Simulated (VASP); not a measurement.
# Cu: relaxation of cell and atoms with PBE+D3(BJ)

Crystal: Cu.

```xyz
2
Lattice="1.2185 -3.9764 0.0000 1.2185 3.9764 0.0000 0.0000 0.0000 2.4755" Properties=species:S:1:pos:R:3 pbc="T T T"
Cu    1.2185   -2.9118    1.8566
Cu    1.2185    2.9118    0.6189
```

| Property | Result |
| --- | --- |
| Program | VASP 6.6.1 |
| Task | relaxation of cell and atoms |
| Functional | PBE |
| Dispersion | D3(BJ) |
| Potentials or basis | VASP PAW PBE potentials, release 64 (Cu) |
| Cutoff | 600 eV |
| k mesh | 11 × 11 × 11 |
| Occupations | fermi-dirac, width 0.05 eV |
| Spin | no spin polarisation |
| Dipole correction | no |
| Further INCAR settings | ALGO = Normal; EDIFF = 1e-06; IBRION = 2; EDIFFG = -0.02; NSW = 80; ISIF = 3 |

The relaxed volume is 11.92 Å³/atom, the relaxed cell is a = 4.140 Å, b = 4.140 Å, c = 2.478 Å, α = 90.00°, β = 90.00°, γ = 145.85° and the space group after relaxing (to 0.1 Å) is Cmcm (No. 63). The energy gained by relaxing is 0.4 meV/atom and the ionic steps are 5. The pressure after relaxing is 0.0 GPa and the band gap on the k mesh is zero (bands 11 and 12 overlap by 5.48 eV). The dispersion energy per atom is -0.578 eV.

Forces in eV/Å, atoms in the order of the input:
```
Cu   0.000  0.003  0.000
Cu   0.000 -0.003  0.000
```

The path:
```
step  energy change (eV)  largest force (eV/Å)  pressure (GPa)  volume (Å³)
   1              0.0000                0.0521           -0.78        23.99
   2             -0.0006                0.0163            0.44        23.79
   3             -0.0006                0.0234            0.17        23.82
   4             -0.0006                0.0210            0.21        23.82
   5             -0.0007                0.0028           -0.01        23.84
```

Final structure:
```
Cu
1.0
     1.21565   -3.95782    0.00000
     1.21565    3.95782    0.00000
     0.00000    0.00000    2.47784
Cu
2
Direct
  0.86657 0.13343 0.75000
  0.13343 0.86657 0.25000
```

Levels at points of the mesh, in eV from the Fermi level:
```csv
k point,band 7,band 8,band 9,band 10,band 11,band 12,band 13,band 14,band 15
"(0.00, 0.00, 0.00)",-2.36,-2.07,-1.87,-1.73,-1.47,-0.05,4.88,14.65,18.52
```

Wall time 100 s on 1 thread of Intel(R) Xeon(R) 6975P-C (Granite Rapids), with other jobs on the host, peak memory 0.24 GiB.
